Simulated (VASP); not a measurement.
Wanted: the native input for a VASP 6.6.1 run.

```
Task                   : single point
Functional             : LDA
Potentials or basis    : VASP PAW LDA potentials, release 64 (Ge_d)
Cutoff                 : 520 eV
k mesh                 : 14 × 14 × 14
Occupations            : gaussian, width 0.15 eV
Spin                   : no spin polarisation
Dipole correction      : no
Further INCAR settings : ALGO = Normal; EDIFF = 1e-06; NBANDS = 21
```

The structure of Ge lies in POSCAR:

```
Ge
1.0
    0.0000000000      2.8763425870      2.6794521798
    2.8763425870      0.0000000000      2.6794521798
    2.8763425870      2.8763425870      0.0000000000
Ge
2
Direct
    0.5000000000      0.5000000000      0.5000000000
    0.7500000000      0.7500000000      0.7500000000
```

This cell differs from its parent crystal: the cell strained.

These files were run (other wordings do the same):

INCAR

```
SYSTEM = Ge
PREC = Accurate ; ENCUT = 520
EDIFF = 1E-6 ; ISMEAR = 0
SIGMA = 0.15 ; LREAL = .False.
LASPH = .True. ; NELM = 60
ALGO = Normal ; ISIF = 2
LWAVE = .False. ; LCHARG = .False.
NBANDS = 21
```

KPOINTS

```
Automatic mesh
0
Gamma
  14 14 14
  0 0 0
```

Potentials or basis: VASP PAW LDA potentials, release 64 (Ge_d).

Command:

```sh
$ cat potpaw_LDA.64/Ge_d/POTCAR > POTCAR
$ mpirun -np 1 vasp_std > vasp.out
```

Results of the run:

The pressure is 0.4 GPa and the band gap on the k mesh is zero (bands 14 and 15 overlap by 0.01 eV).

Caveat: the cell differs from its parent crystal (the cell strained); semilocal functionals underestimate gaps, so a narrow gap can read as zero.

Run time: 110 s on 1 thread of Intel(R) Xeon(R) Platinum 8488C (Sapphire Rapids), on a shared host, peak memory 0.28 GiB.
